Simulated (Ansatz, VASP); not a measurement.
**SiGe3: VASP beside Ansatz**

```xyz
4
Lattice="2.9253 0.0000 0.0000 0.0000 2.9253 0.0000 0.0000 0.0000 8.6170" Properties=species:S:1:pos:R:3 pbc="T T T"
Si    1.4627    1.4627    4.3085
Ge    0.0000    0.0000    6.3193
Ge    1.4627    1.4627    0.0000
Ge    0.0000    0.0000    2.2977
```

Alike in both runs: functional PBE; k mesh 16 × 16 × 6; occupations gaussian, width 0.1 eV; no spin polarisation.

Ansatz relaxed the structure, and its values are those at the end. VASP's run is a single point on that final structure, the one shown.

```csv
,VASP,Ansatz
version,VASP 6.6.1,Ansatz 0.2.0
potentials or method,"VASP PAW PBE potentials, release 64 (Si, Ge_d), cutoff 520 eV","scalar-relativistic, plane waves, PAW"
valence electrons in the cell,46,46
```

|  | VASP | Ansatz | Ansatz less VASP |
| --- | --- | --- | --- |
| gap on the k mesh at the Fermi level (eV) | none | none | - |
| pressure (GPa) | -0.1 | 0.0 | +0.07 |

A gap of «none» marks a metal or a gap that the smearing closes. The functional is the same, so the differences come from potentials, cutoffs and numerics.
